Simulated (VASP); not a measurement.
A run of VASP 6.6.1:

Contents of INCAR:

```
SYSTEM = TiO2
  PREC = Accurate
  ENCUT = 600
  EDIFF = 1E-6
  ISMEAR = 0
  SIGMA = 0.01
  LREAL = .FALSE.
  LASPH = .TRUE.
  NELM = 120
  ALGO = Normal
  ISIF = 2
  LWAVE = .FALSE.
  LCHARG = .FALSE.
  GGA = RP
  NBANDS = 33
  GGA_COMPAT = .FALSE.
```

KPOINTS

```
Automatic mesh
0
G
  9 9 9
  0 0 0
```

File POSCAR:

```
TiO2
1.0
   -1.8921000000      1.8921000000      4.7573000000
    1.8921000000     -1.8921000000      4.7573000000
    1.8921000000      1.8921000000     -4.7573000000
Ti O
2 4
Direct
    0.0000000000      1.0000000000      0.0000000000
    0.7500000000      0.2500000000      0.5000000000
    0.2081000000      0.2081000000      0.0000000000
    0.7919000000      0.7919000000      0.0000000000
   -0.0419000000      0.4581000000      0.5000000000
    0.5419000000      1.0419000000      0.5000000000
```

Potentials or basis: VASP PAW PBE potentials, release 64 (Ti_sv, O).

The run is started by

```console
$ cat potpaw_PBE.64/Ti_sv/POTCAR potpaw_PBE.64/O/POTCAR > POTCAR
$ mpirun -np 1 vasp_std > vasp.out
```

Hardware: 1 thread of Intel(R) Xeon(R) 6975P-C (Granite Rapids), on a shared host.

Problem. How long does it take, and how much memory?

Solution. It took 3.1 min on 1 thread of Intel(R) Xeon(R) 6975P-C (Granite Rapids), on a shared host, peak memory 0.41 GiB. Counts: scf iterations 16, k points 75.
